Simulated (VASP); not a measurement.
La2O3, 5 atoms in the cell. Symmetry: P-3m1, No. 164, trigonal system. The conventional cell has a = 3.931 Å, b = 3.931 Å, c = 6.112 Å, α = 90.00°, β = 90.00°, γ = 120.00°. La (site symmetry 3m) has 7 O at 2.36 to 2.72 Å within 3.1 Å. O (site symmetry -3m) has 6 La at 2.72 Å and 6 O at 3.14 Å within 3.6 Å. O (site symmetry 3m) has 4 La at 2.36 to 2.44 Å and 6 O at 2.89 to 3.14 Å within 3.2 Å. 

```yaml
Program: VASP 6.6.1
Task: relaxation of cell and atoms
Functional: LDA
Potentials_or_basis: VASP PAW LDA potentials, release 64 (La, O)
Cutoff: 600 eV
k_mesh: 8 × 8 × 5
Occupations: fermi-dirac, width 0.05 eV
Spin: no spin polarisation
Dipole_correction: no
Further_INCAR_settings: ALGO = Normal; EDIFF = 1e-06; IBRION = 2; EDIFFG = -0.01; NSW = 60; ISIF = 3
```

Potentials or basis: VASP PAW LDA potentials, release 64 (La, O).

Launch:

```console
$ cat potpaw_LDA.64/La/POTCAR potpaw_LDA.64/O/POTCAR > POTCAR
$ mpirun -np 1 vasp_std > vasp.out
```

Hardware: 1 thread of Intel Xeon 8259CL (shared host).

Q: How long does it take, and how much memory?

A: Wall time 18 min on 1 thread of Intel Xeon 8259CL (shared host), peak memory 0.26 GiB. Counts: scf iterations 94, k points 40, ion steps 12.
